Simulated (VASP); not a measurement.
# Zn: single point with r2SCAN

The system is Zn.

```
Zn
1.0
     2.58986    0.00000    0.00000
    -1.29493    2.24288    0.00000
     0.00000    0.00000    4.80394
Zn
2
Cartesian
  0.0000 1.4953 1.2010
  1.2949 0.7476 3.6030
```

```json
{"Program": "VASP 6.6.1", "Task": "single point", "Functional": "r2SCAN", "Potentials or basis": "VASP PAW PBE potentials, release 64 (Zn)", "Cutoff": "520 eV", "k mesh": "18 × 18 × 8", "Occupations": "gaussian, width 0.1 eV", "Spin": "no spin polarisation", "Dipole correction": "no", "Further INCAR settings": "ALGO = Normal; EDIFF = 1e-06; NBANDS = 19"}
```

```yaml
Pressure: 3.6 GPa
Band_gap_on_the_k_mesh: zero (band 12 reaches 5.33 eV, above the bottom of band 13 at 0.58 eV)
```

Stress tensor (GPa, compression positive):
```
3.64 0.00 0.00
0.00 3.64 0.00
0.00 0.00 3.39
```

Levels at points of the mesh, in eV from the Fermi level:
```csv
k point,band 9,band 10,band 11,band 12,band 13,band 14,band 15,band 16
"(0.00, 0.00, 0.00)",-7.94,-7.69,-7.69,-4.42,-3.19,15.08,18.71,19.48
"(0.50, 0.00, 0.00)",-7.48,-7.45,-3.45,-2.45,2.91,3.70,4.85,6.00
"(0.00, 0.00, 0.50)",-7.79,-7.79,-7.79,-7.79,4.99,4.99,20.99,20.99
"(0.50, 0.00, 0.50)",-7.46,-7.46,-2.44,-2.44,0.29,0.29,11.23,11.23
```

It took 2.6 min on 1 thread of Intel(R) Xeon(R) 6975P-C (Granite Rapids), on a shared host, peak memory 0.2 GiB.

Caveat: the PAW data sets were made with another functional, which shifts forces and pressure a little.
